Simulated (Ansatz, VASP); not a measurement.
## One calculation of Li16H, two programs

```xyz
17
Lattice="6.9800 0.0000 0.0000 0.0000 6.9800 0.0000 0.0000 0.0000 6.9800" Properties=species:S:1:pos:R:3 pbc="T T T"
Li    0.0985   -0.0002   -0.1398
Li    3.3906   -0.0001   -0.1401
Li    0.0795    3.4898    0.1109
Li   -0.2082   -0.0003    3.5036
Li    1.7468    1.6670    1.8215
Li    3.4116    3.4898    0.1112
Li    3.6985   -0.0003    3.5044
Li    5.2364    1.5770    1.7174
Li   -0.0718    3.4896    3.4280
Li    1.7468    5.3130    1.8217
Li    1.7456    1.7887    5.1097
Li    3.5619    3.4896    3.4283
Li    5.2364    5.4030    1.7177
Li    5.2358    1.8537    5.3869
Li    1.7456    5.1910    5.1098
Li    5.2358    5.1264    5.3869
H     5.2331    0.0004    2.5784
```

Alike in both runs: functional PBE; dispersion D3(BJ); k mesh 4 × 4 × 4; occupations gaussian, width 0.1 eV; no spin polarisation.

Ansatz relaxed the structure, and its values are those at the end. VASP's run is a single point on that final structure, the one shown.

|  | VASP | Ansatz |
| --- | --- | --- |
| version | VASP 6.6.1 | Ansatz 0.2.0 |
| potentials or method | VASP PAW PBE potentials, release 64 (Li_sv, H), cutoff 520 eV | scalar-relativistic, plane waves, PAW |
| valence electrons in the cell | 49 | 49 |

```tsv
	VASP	Ansatz	Ansatz less VASP
rms of the force components (eV/Å)	0.008	0.007	-0.0002
```

Noted on VASP's run: the cutoff is under 1.25 times that of the potentials, so the pressure is a little rough.
